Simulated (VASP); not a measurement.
A run of VASP 6.6.1 is set up as follows.

Contents of INCAR:

```
SYSTEM = Co
ALGO     = Fast           ! electronic algorithm
EDIFF    = 1E-6           ! SCF threshold, eV
ENCUT    = 520            ! plane-wave cutoff, eV
GGA      = PE             ! functional
ISIF     = 2              ! what is computed and relaxed
ISMEAR   = -1             ! smearing method
ISPIN    = 2              ! spin polarisation
LASPH    = .True.         ! aspherical terms in the spheres
LCHARG   = .False.        ! write CHGCAR
LMAXMIX  = 4              ! l up to which the mixer works
LORBIT   = 11             ! projections on sites
LREAL    = .False.        ! projectors in reciprocal space
LWAVE    = .False.        ! write WAVECAR
MAGMOM   = 2              ! initial moments
NBANDS   = 14             ! bands
NELM     = 150            ! most SCF steps
PREC     = Accurate       ! precision mode
SIGMA    = 0.05           ! smearing width, eV
```

The input KPOINTS:

```
k-points
0
Gamma
  13 13 13
  0 0 0
```

File POSCAR:

```
Co
1.0
    0.0000000000      1.7682910658      1.7682910658
    1.7682910658      0.0000000000      1.7682910658
    1.7682910658      1.7682910658      0.0000000000
Co
1
Direct
    0.0000000000      0.0000000000      0.0000000000
```

Potentials or basis: VASP PAW PBE potentials, release 64 (Co).

Run with:

```console
$ cat potpaw_PBE.64/Co/POTCAR > POTCAR
$ mpirun -np 1 vasp_std > vasp.out
```

Question: Estimate the net moment.

Answer: 1.63 μB per cell.

Question: Estimate the site moments.

Answer: Co +1.66 μB.

Question: Predict the pressure.

Answer: -3.8 GPa.

Caveat: the cell stands under tension.
